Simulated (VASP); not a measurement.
Write the native input for VASP 6.6.1 that does the following.

```yaml
Task: single point
Functional: PBE
Potentials_or_basis: VASP PAW PBE potentials, release 64 (Sn_d, Se)
Cutoff: 500 eV
k_mesh: 8 × 8 × 8
Occupations: fermi-dirac, width 0.05 eV
Spin: no spin polarisation
Dipole_correction: no
Further_INCAR_settings: ALGO = Normal; EDIFF = 1e-06; NBANDS = 17
```

The structure of SnSe lies in POSCAR:

```
SnSe
1.0
    0.0000000000      2.9897980490      2.9897980490
    2.9897980490      0.0000000000      2.9897980490
    2.9897980490      2.9897980490      0.0000000000
Sn Se
1 1
Direct
    0.0000000000      0.0000000000      0.0000000000
    0.5000000000      0.5000000000      0.5000000000
```

The input as run:

INCAR

```
ALGO = Normal ; EDIFF = 1E-6
ENCUT = 500 ; GGA = PE
GGA_COMPAT = False ; ISIF = 2
ISMEAR = -1 ; LASPH = True
LCHARG = False ; LREAL = False
LWAVE = False ; NBANDS = 17
NELM = 120 ; PREC = Accurate
SIGMA = 0.05
```

KPOINTS

```
k-points
0
Gamma
  8 8 8
```

Potentials or basis: VASP PAW PBE potentials, release 64 (Sn_d, Se).

Launch:

```console
$ cat potpaw_PBE.64/Sn_d/POTCAR potpaw_PBE.64/Se/POTCAR > POTCAR
$ mpirun -np 1 vasp_std > vasp.out
```

Results of the run:

```
Pressure               : 2.0 GPa
Band gap on the k mesh : 0.67 eV
```

Caveat: spin-orbit coupling is left out, which moves the levels of the heavy elements.

Wall time 21 s on 1 thread of Intel(R) Xeon(R) Platinum 8488C (Sapphire Rapids), with other jobs on the host, peak memory 0.18 GiB.
